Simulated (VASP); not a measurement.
Runs of VASP 6.6.1 on WC. The structure is that of space group P-6m2 (No. 187), or close to it. The cells are those of the table. 

```csv
task,potentials or basis,cell,k mesh,cutoff (eV),second run,gap on the mesh (eV),pressure (GPa)
single point,"VASP PAW PBE potentials, release 64 (W_sv, C)","a = 2.907, b = 2.907, c = 2.785 Å, angles 90.0, 90.0, 120.0°, 2 atoms",24 × 24 × 18,600,-,none,5.9
single point,"VASP PAW PBE potentials, release 64 (W_sv, C_h)","a = 2.901, b = 2.901, c = 2.830 Å, angles 90.0, 90.0, 120.0°, 2 atoms",18 × 18 × 14,910,hard_potentials,none,0.1
relaxation of cell and atoms,"VASP PAW PBE potentials, release 64 (W_sv, C)","relaxed to 25 GPa from a = 2.843, b = 2.843, c = 2.780 Å, angles 90.0, 90.0, 120.0°, 2 atoms",18 × 18 × 14,600,-,none,25.0
single point,"VASP PAW PBE potentials, release 64 (W_sv, C)","a = 2.898, b = 2.898, c = 2.701 Å, angles 90.0, 90.0, 120.0°, 2 atoms",24 × 24 × 18,520,-,none,(a)
single point,"VASP PAW PBE potentials, release 64 (W_sv, C)","a = 2.898, b = 2.898, c = 2.955 Å, angles 90.0, 90.0, 120.0°, 2 atoms",24 × 24 × 18,520,-,none,-16.6
```

Alike in all rows: level PBEsol; no spin polarisation; smearing gaussian 0.1 eV.

Task: Fill in the values left out.

Result: (a) 25.4.

Caveats: the PAW data sets were made with another functional, which shifts forces and pressure a little; spin-orbit coupling is left out, which moves the levels of the heavy elements; the cutoff is under 1.25 times the usual one of these potentials, so pressure, stress and relaxed cells hold a basis-set (Pulay) error (some runs); the cell is relaxed towards a set pressure, so the enthalpy falls and the energy may rise (some runs).

A k mesh can miss the band edges, and the runs leave out spin-orbit coupling on W.

A gap of «none» marks levels without a gap at the run's occupations.
